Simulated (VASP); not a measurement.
Set up this calculation in VASP 6.6.1, as the native input.

```yaml
Task: electric field gradients
Functional: LDA
Potentials_or_basis: VASP PAW LDA potentials, release 64 (Mg)
Cutoff: 520 eV
k_mesh: 19 × 19 × 19
Occupations: fermi-dirac, width 0.03 eV
Spin: no spin polarisation
Dipole_correction: no
Further_INCAR_settings: ALGO = Normal; EDIFF = 1e-08; NBANDS = 7
```

The structure of Mg lies in POSCAR:

```
Mg
1.0
   -1.4765000000      1.4765000000      1.4469700000
    1.4765000000     -1.4765000000      1.4469700000
    1.4765000000      1.4765000000     -1.4469700000
Mg
1
Direct
    0.0000000000      0.0000000000      0.0000000000
```

This cell differs from its parent crystal: zz strain of -2 %.

The input as run:

INCAR

```
ALGO     = Normal         # electronic algorithm
EDIFF    = 1E-8           # SCF threshold, eV
ENCUT    = 520            # plane-wave cutoff, eV
GGA      = CA             # functional
ISIF     = 2              # what is computed and relaxed
ISMEAR   = -1             # smearing method
LASPH    = T              # aspherical terms in the spheres
LCHARG   = F              # write CHGCAR
LEFG     = T            
LREAL    = F              # projectors in reciprocal space
LWAVE    = F              # write WAVECAR
NBANDS   = 7              # bands
NELM     = 80             # most SCF steps
PREC     = Accurate       # precision mode
SIGMA    = 0.03           # smearing width, eV
```

KPOINTS

```
k-points
0
Gamma
  19 19 19
```

Potentials or basis: VASP PAW LDA potentials, release 64 (Mg).

Command:

```console
$ cat potpaw_LDA.64/Mg/POTCAR > POTCAR
$ mpirun -np 1 vasp_std > vasp.out
```

Results of the run:

```json
{"Pressure": "60.5 GPa", "Band gap on the k mesh": "zero (band 1 reaches 10.11 eV, above the bottom of band 2 at 5.57 eV)"}
```

Caveat: the cell differs from its parent crystal (zz strain of -2 %); without QUAD_EFG the Cq values of the log hold for a quadrupole moment of 1 mb, not for the nuclei.

Run time: 24 s on 1 thread of Intel(R) Xeon(R) Platinum 8375C CPU @ 2.90GHz (Ice Lake), on a shared host, peak memory 0.16 GiB.
